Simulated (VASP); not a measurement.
A run of VASP 6.6.1:

Contents of INCAR:

```
SYSTEM = Hf2TaO3
ALGO     = Normal         ! electronic algorithm
EDIFF    = 1E-6           ! SCF threshold, eV
ENCUT    = 520            ! plane-wave cutoff, eV
GGA      = PE             ! functional
ISIF     = 2              ! what is computed and relaxed
ISMEAR   = 0              ! smearing method
ISPIN    = 2              ! spin polarisation
LASPH    = .TRUE.         ! aspherical terms in the spheres
LCHARG   = .FALSE.        ! write CHGCAR
LMAXMIX  = 4              ! l up to which the mixer works
LORBIT   = 11             ! projections on sites
LREAL    = .FALSE.        ! projectors in reciprocal space
LWAVE    = .FALSE.        ! write WAVECAR
MAGMOM   = 0 0 1 0 0 0    ! initial moments
NBANDS   = 38             ! bands
NELM     = 150            ! most SCF steps
PREC     = Accurate       ! precision mode
SIGMA    = 0.1            ! smearing width, eV
```

File KPOINTS:

```
k-points
0
G
  6 6 2
  0 0 0
```

POSCAR

```
Hf2TaO3
1.0
    3.2385197800      0.0000000000      0.0000000000
    0.0000000000      3.2385197800      0.0000000000
    0.0000000000      0.0000000000      7.8945164600
Hf Ta O
2 1 3
Direct
    0.0000000000      0.0000000000      0.0094770000
    0.5000000000      0.5000000000      0.4938240100
    0.5000000000      0.5000000000      0.1658110000
    0.0000000000      0.0000000000      0.6709480300
    0.0000000000      0.0000000000      0.3257620000
    0.5000000000      0.5000000000      0.8341779700
```

Potentials or basis: VASP PAW PBE potentials, release 64 (Hf_pv, Ta_pv, O).

Run with:

```console
$ cat potpaw_PBE.64/Hf_pv/POTCAR potpaw_PBE.64/Ta_pv/POTCAR potpaw_PBE.64/O/POTCAR > POTCAR
$ mpirun -np 1 vasp_std > vasp.out
```

Hardware: 1 thread of AMD EPYC 7R13 (shared host).

Problem. Estimate the wall time of this run.

Solution. Wall time 3.8 min on 1 thread of AMD EPYC 7R13, on a shared host, peak memory 0.24 GiB. Counts: scf iterations 21, k points 20.
